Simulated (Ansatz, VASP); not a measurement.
# One calculation of KCl, two programs

```
CELL_PARAMETERS angstrom
0.00000 3.12535 3.12535
3.12535 0.00000 3.12535
3.12535 3.12535 0.00000
ATOMIC_POSITIONS crystal
K 0.00000 0.00000 0.00000
Cl 0.50000 0.50000 0.50000
```

Alike in both runs: functional r2SCAN; k mesh 8 × 8 × 8; occupations fermi-dirac, width 0.02 eV; no spin polarisation.

Ansatz relaxed the structure, and its values are those at the end. VASP's run is a single point on that final structure, the one shown.

```csv
,VASP,Ansatz
version,VASP 6.6.1,Ansatz 0.2.0
potentials or method,"VASP PAW PBE potentials, release 64 (K_sv, Cl), cutoff 520 eV",PAW plane waves
valence electrons in the cell,16,16
```

|  | VASP | Ansatz | Ansatz less VASP |
| --- | --- | --- | --- |
| gap on the k mesh at the Fermi level (eV) | 5.90 | 5.90 | -0.004 |
| pressure (GPa) | 0.4 | 0.4 | +0.02 |

VASP's potentials were made for PBE, not for r2SCAN. Ansatz's warnings: stress scf threshold loose.
